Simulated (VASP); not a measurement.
Write the native input for VASP 6.6.1 that does the following.

* Task: single point
* Functional: PBE
* Dispersion: D3(BJ)
* Potentials or basis: VASP PAW PBE potentials, release 64 (H)
* Cutoff: 520 eV
* k mesh: 1 × 1 × 1
* Occupations: fermi-dirac, width 0.02 eV
* Spin: no spin polarisation
* Dipole correction: no
* Further INCAR settings: LREAL = Auto; ALGO = Normal; EDIFF = 1e-06; NBANDS = 22

The structure of H lies in POSCAR:

```
H
1.0
    6.2144650000      0.0000000000      0.0000000000
    0.0000000000      6.2144650000      0.0000000000
    0.0000000000      0.0000000000      6.2144650000
H
16
Direct
   -0.8289530957     15.2655779701      2.8085281678
    6.1357976914     -6.8385130498    -10.5639825794
  -13.1558388373      2.4119212193      9.4408770506
   95.4060888588    -90.3380741544   -268.0060310904
 -173.1941848574    173.4557037492    226.5350275527
  115.1844446787    -73.9318509317     60.4658164460
 -293.5046379696   -139.9499071923     31.3908276899
  286.7238450937    140.3178230145    -43.1021656732
    6.8865783298      6.3739356485     -5.9451457205
   11.3340247310    -21.0612498421    -17.4526688943
    1.4070237744      6.4408118800      8.0103597011
    8.1519809026    -13.0558785028     10.9563574660
   -2.4368791199     -5.6358994700     -2.7525297833
  -11.2615969355     -0.0126318195    -10.1112967890
  -18.7815845773     -2.6368480633     23.4683597059
   -8.1400732002     17.7358952058     -8.2821932379
```

One way to write it, as run:

INCAR

```
PREC = Accurate
ENCUT = 520
EDIFF = 1E-6
ISMEAR = -1
SIGMA = 0.02
LREAL = Auto
LASPH = True
NELM = 100
ALGO = Normal
ISIF = 2
LWAVE = False
LCHARG = False
GGA = PE
IVDW = 12
NBANDS = 22
```

KPOINTS

```
regular mesh
0
Gamma
  1 1 1
```

Potentials or basis: VASP PAW PBE potentials, release 64 (H).

Run with:

```sh
$ cat potpaw_PBE.64/H/POTCAR > POTCAR
$ mpirun -np 1 vasp_gam > vasp.out
```

Results of the run:

* Pressure: -4.8 GPa
* Largest force: 5.592 eV/Å
* Band gap on the k mesh: 0.58 eV
* Dispersion energy per atom: -0.029 eV

Caveat: the k points lie up to 1.01 Å⁻¹ apart.

Run time: 18 s on 1 thread of Intel(R) Xeon(R) Platinum 8259CL CPU @ 2.50GHz (Skylake/Cascade Lake), on a shared host, peak memory 0.27 GiB.
